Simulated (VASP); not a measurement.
# Hf2H3 (P6/mmm) in VASP: a series of runs

Runs on Hf2H3. Level: PBE. Tasks: single point, relaxation of cell and atoms.

Everything below comes from runs of VASP 6.6.1. Logs are shortened: lines on timing, memory, paths and dates and some standing lists are left out, and cuts for length are marked.

### Step 1. The cell of the first run

It takes space group P6/mmm (No. 191, hexagonal). The conventional cell has a = 4.266 Å, b = 4.266 Å, c = 3.963 Å, α = 90.00°, β = 90.00°, γ = 120.00°. Hf (site symmetry -6m2) has 3 Hf at 2.46 Å and 12 H at 2.68 to 3.16 Å within 3.3 Å. H (site symmetry 6mm) has 1 H at 0.93 Å within 1.3 Å. H (site symmetry 6/mmm) has 2 H at 0.93 Å within 1.3 Å.

### Step 2. Single point, PBE

Contents of INCAR:

```
SYSTEM = Hf2H3
PREC     = Accurate       ! precision mode
ENCUT    = 520            ! plane-wave cutoff, eV
EDIFF    = 1E-6           ! SCF threshold, eV
ISMEAR   = 0              ! smearing method
SIGMA    = 0.1            ! smearing width, eV
LREAL    = .False.        ! projectors in reciprocal space
LASPH    = .True.         ! aspherical terms in the spheres
NELM     = 60             ! most SCF steps
ALGO     = Normal         ! electronic algorithm
ISIF     = 2              ! what is computed and relaxed
LWAVE    = .False.        ! write WAVECAR
LCHARG   = .True.         ! write CHGCAR
GGA      = PE             ! functional
LELF     = .True.         ! ELF
LVHAR    = .True.       
NBANDS   = 20             ! bands
```

Contents of KPOINTS:

```
Automatic mesh
0
Gamma
  6 6 4
  0 0 0
```

Contents of POSCAR:

```
Hf2H3
1.0
    4.2656399900      0.0000000000      0.0000000000
   -2.1328199900      3.6941525900      0.0000000000
    0.0000000000      0.0000000000      3.9628391700
Hf H
2 3
Direct
    0.3333333300      0.6666666700      0.0000000000
    0.6666666700      0.3333333300      0.0000000000
    0.0000000000      0.0000000000      0.2659051900
    0.0000000000      0.0000000000      0.7340948100
    0.0000000000      0.0000000000      0.5000000000
```

Potentials or basis: VASP PAW PBE potentials, release 64 (Hf_pv, H).

The run is started by

```bash
> cat potpaw_PBE.64/Hf_pv/POTCAR potpaw_PBE.64/H/POTCAR > POTCAR
> mpirun -np 1 vasp_std > vasp.out
```

OUTCAR:

```text
SYSTEM = Hf2H3
   PREC = Accurate
   ENCUT = 520
   EDIFF = 1E-6
   ISMEAR = 0
   LREAL = .False.
   LASPH = .True.
   NELM = 60
   ISIF = 2
   GGA = PE

 ion  position               nearest neighbor table
   1  0.333  0.667  0.000-   2 2.46   2 2.46   2 2.46
   2  0.667  0.333  0.000-   1 2.46   1 2.46   1 2.46
   3  0.000  0.000  0.266-
   4  0.000  0.000  0.734-
   5  0.000  0.000  0.500-

  LATTYP: Found a hexagonal cell.
 ALAT       =     4.2656399900
 C/A-ratio  =     0.9290139766

  Lattice vectors:

 A1 = (   4.2656399900,   0.0000000000,   0.0000000000)
 A2 = (  -2.1328199900,   3.6941525900,   0.0000000000)
 A3 = (   0.0000000000,   0.0000000000,   3.9628391700)

Analysis of symmetry for initial positions (statically):
=====================================================================
 Subroutine PRICEL returns:
 Original cell was already a primitive cell.

 Routine SETGRP: Setting up the symmetry group for a
 hexagonal supercell.

 Subroutine GETGRP returns: Found 24 space group operations
 (whereof 24 operations were pure point group operations)
 out of a pool of 24 trial point group operations.

The static configuration has the point symmetry D_6h.

Analysis of symmetry for dynamics (positions and initial velocities):
=====================================================================
 Subroutine PRICEL returns:
 Original cell was already a primitive cell.

 Routine SETGRP: Setting up the symmetry group for a
 hexagonal supercell.

 Subroutine GETGRP returns: Found 24 space group operations
 (whereof 24 operations were pure point group operations)
 out of a pool of 24 trial point group operations.

The dynamic configuration has the point symmetry D_6h.

 Subroutine INISYM returns: Found 24 space group operations
 (whereof 24 operations are pure point group operations),
 and found     1 'primitive' translations

----------------------------------------------------------------------------------------

                                     Primitive cell

  volume of cell :      62.4461

[... 85 lines left out ...]
   LNONCOLLINEAR =      F non collinear calculations
   LSORBIT =      F    spin-orbit coupling
   LASPH  =      T    aspherical Exc in radial PAW
   ENCUT  =  520.0 eV  38.22 Ry    6.18 a.u.   7.93  7.93  7.37*2*pi/ulx,y,z
   NELM   =     60;   NELMIN=  2; NELMDL= -5     # of ELM steps
   EDIFF  = 0.1E-05   stopping-criterion for ELM
   LREAL  =      F    real-space projection
   EDIFFG = 0.1E-04   stopping-criterion for IOM
   NSW    =      0    number of steps for IOM
   IBRION =     -1    ionic relax: 0-MD 1-quasi-New 2-CG
   NFREE  =      0    steps in history (QN), initial steepest desc. (CG)
   ISIF   =      2    stress and relaxation
   ISYM   =      2    0-nonsym 1-usesym 2-fastsym
   POTIM  = 0.5000    time-step for ionic-motion
   TEBEG  =    0.0;   TEEND  =   0.0 temperature during run
   PSTRESS=    0.0 pullay stress
   NELECT =      23.0000    total number of electrons
   NUPDOWN=      -1.0000    fix difference up-down
   EMIN   =  10.00;   EMAX   =-10.00  energy-range for DOS
   EFERMI =   0.00;   METHOD = LEGACY
   ISMEAR =     0;   SIGMA  =   0.10  broadening in eV -4-tet -1-fermi 0-gaus
   EFERMI_NEDOS =   21; number of points for ismear=-14 and -15
   IALGO  =     38    algorithm
   IMIX   =      4    mixing-type and parameters
     AMIX     =   0.40;   BMIX     =  1.00
     AMIX_MAG =   1.60;   BMIX_MAG =  1.00
  volume/ion in A,a.u.               =      12.49        84.28
  Fermi-wavevector in a.u.,A,eV,Ry     =   1.173498  2.217589 18.736544  1.377097
  Thomas-Fermi vector in A             =   2.309910
   LORBIT       =      0    0 simple, 1 ext, 2 COOP (PROOUT), +10 PAW based schemes
   GGA     = PE    functional components
   LHFCALC =     F    Hartree Fock is set to
   AEXX    =    0.0000 exact exchange contribution
   IVDW    =     0    specifies the selected vdW correction
   LEPSILON=     F    determine dielectric tensor
   LRPA    =     F    only Hartree local field effects (RPA)
 non-spin polarized calculation
 Gauss-broadening in eV      SIGMA  =   0.10
  energy-cutoff  :      520.00
  volume of cell :       62.45
 maximum number of plane-waves:      1704
 NGX is ok and might be reduce to    32
   NGX = 15   NGY = 15   NGZ = 15

 number of electron      22.9999996 magnetization

 Free energy of the ion-electron system (eV)
  ---------------------------------------------------
  ext. energy  EPLUGINS =         0.00000000
  ---------------------------------------------------
  free energy    TOTEN  =       -21.78145170 eV

  energy without entropy =      -21.76032788  energy(sigma->0) =      -21.77088979

 E-fermi :   2.9769     XC(G=0): -10.2272

 val. band max:        2.9743176688   @ k =   0.1667   0.1667   0.0000
 cond. band min:       3.0164007897   @ k =   0.3333  -0.0000   0.0000
 fundamental gap:      0.0420831209
 Fermi energy:         2.9769228103

 k-point     1 :       0.0000    0.0000    0.0000
  band No.  band energies     occupation
      1     -28.5339      2.00000
      2     -28.5339      2.00000
      3     -27.5658      2.00000
      4     -26.8811      2.00000
      5     -26.3339      2.00000
      6     -26.3339      2.00000
[... 472 lines left out ...]
     19       8.9040      0.00000
     20       8.9040      0.00000

------------------------ aborting loop because EDIFF is reached ----------------------------------------

  FORCE on cell =-STRESS in cart. coord.  units (eV):
  Direction    XX          YY          ZZ          XY          YZ          ZX
  --------------------------------------------------------------------------------------
  -------------------------------------------------------------------------------------
  Total        9.6474341      9.6474341     -2.7877724      0.0000000     -0.0000000     -0.0000000
  in kB      247.5237786    247.5237780    -71.5257492      0.0000003     -0.0000000     -0.0000000
  external PRESSURE =     141.1739358 kB  Pullay stress =       0.0000000 kB

 VOLUME and BASIS-vectors are now :
 -----------------------------------------------------------------------------
  energy-cutoff  :      520.00
  volume of cell :       62.45
      direct lattice vectors                 reciprocal lattice vectors
     4.265639990  0.000000000  0.000000000     0.234431411  0.135349038  0.000000000
    -2.132819990  3.694152590  0.000000000     0.000000000  0.270698076  0.000000000
     0.000000000  0.000000000  3.962839170     0.000000000  0.000000000  0.252344331

 POSITION                                       TOTAL-FORCE (eV/Angst)
 -----------------------------------------------------------------------------------
     -0.00000      2.46277      0.00000         0.000000     -0.000000      0.000000
      2.13282      1.23138      0.00000        -0.000000      0.000000      0.000000
      0.00000      0.00000      1.05374        -0.000000      0.000000     -1.195115
      0.00000      0.00000      2.90910        -0.000000      0.000000      1.195115
      0.00000      0.00000      1.98142        -0.000000     -0.000000      0.000000
 -----------------------------------------------------------------------------------
    total drift:                               -0.000000      0.000000      0.000000

  FREE ENERGIE OF THE ION-ELECTRON SYSTEM (eV)
  ---------------------------------------------------
  free  energy   TOTEN  =       -21.7814517026 eV

  energy  without entropy=      -21.7603278829  energy(sigma->0) =      -21.77088979
```

OSZICAR:

```text
N       E                     dE             d eps       ncg     rms          rms(c)
DAV:   1     0.698070230171E+02    0.69807E+02   -0.12307E+04   840   0.104E+03
DAV:   2    -0.193038782999E+02   -0.89111E+02   -0.86393E+02  1044   0.252E+02
DAV:   3    -0.226290419030E+02   -0.33252E+01   -0.32219E+01  1080   0.328E+01
DAV:   4    -0.226678016876E+02   -0.38760E-01   -0.38727E-01  1024   0.393E+00
DAV:   5    -0.226683104428E+02   -0.50876E-03   -0.50872E-03  1020   0.426E-01    0.359E+01
DAV:   6    -0.218594075941E+02    0.80890E+00   -0.11604E+00   944   0.425E+00    0.215E+01
DAV:   7    -0.218032455331E+02    0.56162E-01   -0.65870E-01  1028   0.341E+00    0.364E+00
DAV:   8    -0.217815246136E+02    0.21721E-01   -0.98745E-02   976   0.123E+00    0.433E-01
DAV:   9    -0.217814524831E+02    0.72130E-04   -0.47776E-03   956   0.276E-01    0.177E-01
DAV:  10    -0.217814515359E+02    0.94720E-06   -0.31691E-04   972   0.646E-02    0.950E-02
DAV:  11    -0.217814507549E+02    0.78109E-06   -0.40410E-05   960   0.292E-02    0.142E-02
DAV:  12    -0.217814517920E+02   -0.10371E-05   -0.27908E-06   912   0.755E-03    0.793E-03
DAV:  13    -0.217814517026E+02    0.89441E-07   -0.31282E-07   484   0.285E-03
   1 F= -.21781452E+02 E0= -.21770890E+02  d E =-.211238E-01
```

stdout:

```text
POSCAR found type information on POSCAR HfH
 POSCAR found :  2 types and       5 ions
 scaLAPACK will be used
 LDA part: xc-table for (Slater+PW92), standard interpolation
 POSCAR, INCAR and KPOINTS ok, starting setup
 FFT: planning ... GRIDC
 FFT: planning ... GRID_SOFT
 FFT: planning ... GRID
 WAVECAR not read
 entering main loop
```

Run time: 32 s. Hardware: 1 thread of Oxide Virtual Turin-like, shared host; peak memory 0.15 GiB.

Results:

* Free energy: -21.7815 eV
* Pressure: 14.1 GPa
* Largest force: 1.195 eV/Å

Forces on the atoms (eV/Å):
```
Hf   0.000  0.000  0.000
Hf   0.000  0.000  0.000
H    0.000  0.000 -1.195
H    0.000  0.000  1.195
H    0.000  0.000  0.000
```

Stress tensor (GPa, compression positive):
```
24.75  0.00  0.00
 0.00 24.75  0.00
 0.00  0.00 -7.15
```

Levels at points of the mesh, in eV from the Fermi level:
```tsv
k point	band 9	band 10	band 11	band 12	band 13	band 14
(0.00, 0.00, 0.00)	-1.43	-0.74	0.37	0.37	0.65	0.65
(0.50, 0.00, 0.00)	-1.93	-1.66	-0.62	-0.12	0.38	0.75
(0.00, 0.00, 0.50)	-0.31	-0.31	0.83	0.83	1.69	2.01
(0.50, 0.00, 0.50)	-1.36	-0.90	-0.50	-0.40	-0.15	0.51
```

Caveat: the k points lie up to 0.40 Å⁻¹ apart; spin-orbit coupling is left out, which moves the levels of the heavy elements; forces of over 1 eV/Å act on the atoms, so gaps and moduli don't describe the material at rest.

(Part 1 of 2 ends here.)
